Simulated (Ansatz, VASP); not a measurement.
Two plane-wave programs on Nb4N

```
Nb N
1.0
    -2.73060    2.73060    2.73060
     2.73060   -2.73060    2.73060
     2.73060    2.73060   -2.73060
Nb N
4 1
Direct
  0.00000 0.00000 0.52546
  0.52546 0.00000 0.00000
  0.00000 0.52546 0.00000
  0.47454 0.47454 0.47454
  0.00000 0.00000 0.00000
```

Change from the starting cell: species swapped into the H4C type (I-43m, No. 217).

Alike in both runs: functional PBE; k mesh 4 × 4 × 4; occupations gaussian, width 0.1 eV; no spin polarisation.

Ansatz relaxed the structure, and its values are those at the end. VASP's run is a single point on that final structure, the one shown.

|  | VASP | Ansatz |
| --- | --- | --- |
| version | VASP 6.6.1 | Ansatz 0.2.0 |
| potentials or method | VASP PAW PBE potentials, release 64 (Nb_sv, N), cutoff 520 eV | scalar-relativistic, plane waves, PAW |
| valence electrons in the cell | 57 | 57 |

|  | VASP | Ansatz | Ansatz less VASP |
| --- | --- | --- | --- |
| gap on the k mesh at the Fermi level (eV) | none | none | - |
| pressure (GPa) | -0.4 | -0.1 | +0.30 |
| rms of the force components (eV/Å) | 0.010 | 0.011 | +0.0010 |

A gap of «none» marks a metal or a gap that the smearing closes. With one functional, cell and mesh, what is left measures potentials, basis and numerics.

The k mesh is coarse, so the values compare programs but aren't converged.
